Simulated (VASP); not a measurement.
# Os (P6_3/mmc) in VASP: a series of runs, part 2 of 2

VASP 6.6.1. The steps go on from the part before.

### Step 3. Relaxation of cell and atoms, PBE+D3(BJ)

This run uses another cell than the first one, of 14.13 Å³/atom, 1.008 times its volume.

Input file INCAR:

```
SYSTEM = Os
PREC = Accurate
ENCUT = 600
EDIFF = 1E-6
ISMEAR = 0
SIGMA = 0.1
LREAL = .False.
LASPH = .True.
NELM = 100
ALGO = Normal
ISIF = 3
LWAVE = .False.
LCHARG = .False.
GGA = PE
IVDW = 12
IBRION = 2
NSW = 100
EDIFFG = -0.005
```

Input file KPOINTS:

```
Automatic mesh
0
Gamma
  18 18 10
  0 0 0
```

Input file POSCAR:

```
Os
1.0
    2.7461342319      0.0000000000      0.0000000000
   -1.3730671160      2.3782220071      0.0000000000
    0.0000000000      0.0000000000      4.3263142200
Os
2
Direct
    0.3333333300      0.6666666700      0.2500000000
    0.6666666700      0.3333333300      0.7500000000
```

Potentials or basis: VASP PAW PBE potentials, release 64 (Os).

Command:

```
$ cat potpaw_PBE.64/Os/POTCAR > POTCAR
$ mpirun -np 1 vasp_std > vasp.out
```

Wall time 2.7 min (1 thread of Intel Xeon Platinum 8488C (Sapphire Rapids), shared host); peak memory 0.24 GiB.

Results (log left out):

```
Free energy                            : -23.7945 eV
Relaxed volume                         : 14.02 Å³/atom
Relaxed cell                           : a = 2.735 Å, b = 2.735 Å, c = 4.326 Å, α = 90.00°, β = 90.00°, γ = 120.00°
Space group after relaxing (to 0.05 Å) : P6_3/mmc (No. 194)
Energy gained by relaxing              : 1.3 meV/atom
Ionic steps                            : 6
Pressure after relaxing                : 0.0 GPa
Band gap on the k mesh                 : zero (band 8 reaches 11.47 eV, above the bottom of band 9 at 7.55 eV)
Dispersion energy per atom             : -0.653 eV
```

The path:
| step | energy change (eV) | largest force (eV/Å) | pressure (GPa) | volume (Å³) |
| --- | --- | --- | --- | --- |
| 1 | 0.0000 | 0.0000 | -3.16 | 28.25 |
| 2 | 0.0394 | 0.0000 | 15.20 | 27.13 |
| 3 | -0.0025 | 0.0000 | 0.15 | 28.03 |
| 4 | -0.0025 | 0.0000 | 0.16 | 28.03 |
| 5 | -0.0024 | 0.0000 | -0.16 | 28.05 |
| 6 | -0.0026 | 0.0000 | 0.05 | 28.04 |

Final structure:
```
Os
1.0
     2.73541    0.00000    0.00000
    -1.36771    2.36894    0.00000
     0.00000    0.00000    4.32646
Os
2
Direct
  0.33333 0.66667 0.25000
  0.66667 0.33333 0.75000
```

Levels at points of the mesh, in eV from the Fermi level:
| k point | band 4 | band 5 | band 6 | band 7 | band 8 | band 9 | band 10 | band 11 | band 12 |
| --- | --- | --- | --- | --- | --- | --- | --- | --- | --- |
| (0.00, 0.00, 0.00) | -3.05 | -2.81 | -2.21 | -2.21 | -1.55 | -1.55 | 0.01 | 1.68 | 1.68 |
| (0.50, 0.00, 0.00) | -3.53 | -2.90 | -2.58 | -1.88 | 2.04 | 2.59 | 2.70 | 4.41 | 5.70 |
| (0.00, 0.00, 0.50) | -3.57 | -3.24 | -3.24 | -3.24 | -3.24 | 0.89 | 0.89 | 0.89 | 0.89 |
| (0.50, 0.00, 0.50) | -5.33 | -1.20 | -1.20 | -0.16 | -0.16 | 2.37 | 2.37 | 3.30 | 3.30 |

Caveat: spin-orbit coupling is left out, which moves the levels of the heavy elements; pairwise dispersion overbinds metals, which lowers pressure and volume.

### Step 4. Single point, PBE+D3(BJ)

This run uses another cell than the first one, of 14.13 Å³/atom, 1.008 times its volume.

Input file INCAR:

```
SYSTEM = Os
PREC = Accurate
ENCUT = 600
EDIFF = 1E-6
ISMEAR = 0
SIGMA = 0.1
LREAL = .False.
LASPH = .True.
NELM = 120
ALGO = Normal
ISIF = 2
LWAVE = .False.
LCHARG = .False.
GGA = PE
IVDW = 12
NBANDS = 15
GGA_COMPAT = .False.
```

Input file KPOINTS:

```
Automatic mesh
0
Gamma
  9 9 4
  0 0 0
```

POSCAR is that of step 3.

Potentials or basis: VASP PAW PBE potentials, release 64 (Os).

Command:

```
$ cat potpaw_PBE.64/Os/POTCAR > POTCAR
$ mpirun -np 1 vasp_std > vasp.out
```

OUTCAR:

```text
SYSTEM = Os
   PREC = Accurate
   ENCUT = 600
   EDIFF = 1E-6
   ISMEAR = 0
   LREAL = .False.
   LASPH = .True.
   NELM = 120
   ISIF = 2
   GGA = PE
   IVDW = 12
 IVDW          = 12

 ion  position               nearest neighbor table
   1  0.333  0.667  0.250-   2 2.68   2 2.68   2 2.68   2 2.68   2 2.68   2 2.68
   2  0.667  0.333  0.750-   1 2.68   1 2.68   1 2.68   1 2.68   1 2.68   1 2.68

  LATTYP: Found a hexagonal cell.
 ALAT       =     2.7461342319
 C/A-ratio  =     1.5754197918

  Lattice vectors:

 A1 = (   2.7461342319,   0.0000000000,   0.0000000000)
 A2 = (  -1.3730671160,   2.3782220071,   0.0000000000)
 A3 = (   0.0000000000,   0.0000000000,   4.3263142200)

Analysis of symmetry for initial positions (statically):
=====================================================================
 Subroutine PRICEL returns:
 Original cell was already a primitive cell.

 Routine SETGRP: Setting up the symmetry group for a
 hexagonal supercell.

 Subroutine GETGRP returns: Found 24 space group operations
 (whereof 12 operations were pure point group operations)
 out of a pool of 24 trial point group operations.

The static configuration has the point symmetry D_3d.
[... 180 lines left out ...]
      8       7.7423      2.00000
      9       7.7423      2.00000
     10       9.3775      1.68930
     11      10.9679      0.00000
     12      10.9679      0.00000
     13      18.3062      0.00000
     14      23.3456      0.00000
[... 401 lines left out ...]
      2       3.7528      2.00000
      3       3.7528      2.00000
      4       4.7781      2.00000
      5       5.9002      2.00000
      6       5.9002      2.00000
      7       7.8386      2.00000
      8       9.6924      0.00058
      9      10.9083      0.00000
     10      10.9083      0.00000
     11      15.4956      0.00000
     12      15.4956      0.00000
     13      18.1076      0.00000
     14      21.3518      0.00000
     15      21.3518      0.00000

 [... further k-points ...]

------------------------ aborting loop because EDIFF is reached ----------------------------------------

 Edisp (eV)   -1.29564

 E8    (eV) :    -0.6368

  FORCE on cell =-STRESS in cart. coord.  units (eV):
  Direction    XX          YY          ZZ          XY          YZ          ZX
  --------------------------------------------------------------------------------------
  -------------------------------------------------------------------------------------
  Total      -0.65904    -0.65904    -0.42764     0.00000    -0.00000     0.00000
  in kB     -37.37077   -37.37077   -24.24934     0.00000    -0.00000     0.00000
  external pressure =      -33.00 kB  Pullay stress =        0.00 kB

 VOLUME and BASIS-vectors are now :
 -----------------------------------------------------------------------------
  energy-cutoff  :      600.00
  volume of cell :       28.25
      direct lattice vectors                 reciprocal lattice vectors
     2.746134232  0.000000000  0.000000000     0.364148259  0.210241095  0.000000000
    -1.373067116  2.378222007  0.000000000     0.000000000  0.420482191  0.000000000
     0.000000000  0.000000000  4.326314220     0.000000000  0.000000000  0.231143636

 POSITION                                       TOTAL-FORCE (eV/Angst)
 -----------------------------------------------------------------------------------
     -0.00000      1.58548      1.08158         0.000000      0.000000      0.000000
      1.37307      0.79274      3.24474        -0.000000     -0.000000      0.000000
 -----------------------------------------------------------------------------------
    total drift:                               -0.000000      0.000000     -0.000000

  FREE ENERGIE OF THE ION-ELECTRON SYSTEM (eV)
  ---------------------------------------------------
  free  energy   TOTEN  =       -23.8123633900 eV

  energy  without entropy=      -23.8100380903  energy(sigma->0) =      -23.81120074
```

stdout:

```text
POSCAR found type information on POSCAR Os
 POSCAR found :  1 types and       2 ions
 scaLAPACK will be used
 LDA part: xc-table for (Slater+PW92), standard interpolation
 POSCAR, INCAR and KPOINTS ok, starting setup
 FFT: planning ... GRIDC
 FFT: planning ... GRID_SOFT
 FFT: planning ... GRID
 WAVECAR not read
 entering main loop
```

It took 16 s on 1 thread of AMD EPYC 7R43 (Zen 3), shared host; peak memory 0.13 GiB.

What came out:

```
Free energy                : -23.8124 eV
Pressure                   : -3.3 GPa
Band gap on the k mesh     : zero (band 8 reaches 11.30 eV, above the bottom of band 9 at 7.53 eV)
Dispersion energy per atom : -0.648 eV
```

Caveat: the k points lie up to 0.36 Å⁻¹ apart; spin-orbit coupling is left out, which moves the levels of the heavy elements; pairwise dispersion overbinds metals, which lowers pressure and volume.

### Step 5. Summary

```tsv
task	cell	k mesh	cutoff (eV)	gap on the mesh (eV)	pressure (GPa)
single point	a = 2.735, b = 2.735, c = 4.327 Å, angles 90.0, 90.0, 120.0°, 2 atoms	18 × 18 × 10	520	none	0.0
relaxation of cell and atoms	relaxed from a = 2.746, b = 2.746, c = 4.326 Å, angles 90.0, 90.0, 120.0°, 2 atoms	18 × 18 × 10	600	none	0.0
single point	a = 2.746, b = 2.746, c = 4.326 Å, angles 90.0, 90.0, 120.0°, 2 atoms	9 × 9 × 4	600	none	-3.3
```

Alike in all rows: level PBE+D3(BJ); potentials or basis VASP PAW PBE potentials, release 64 (Os); no spin polarisation; smearing gaussian 0.1 eV.

Caveats: some runs use coarse meshes; spin-orbit coupling is left out, which moves the levels of the heavy elements; pairwise dispersion overbinds metals, which lowers pressure and volume.

Absolute energies hang on the potentials; compare differences alone.
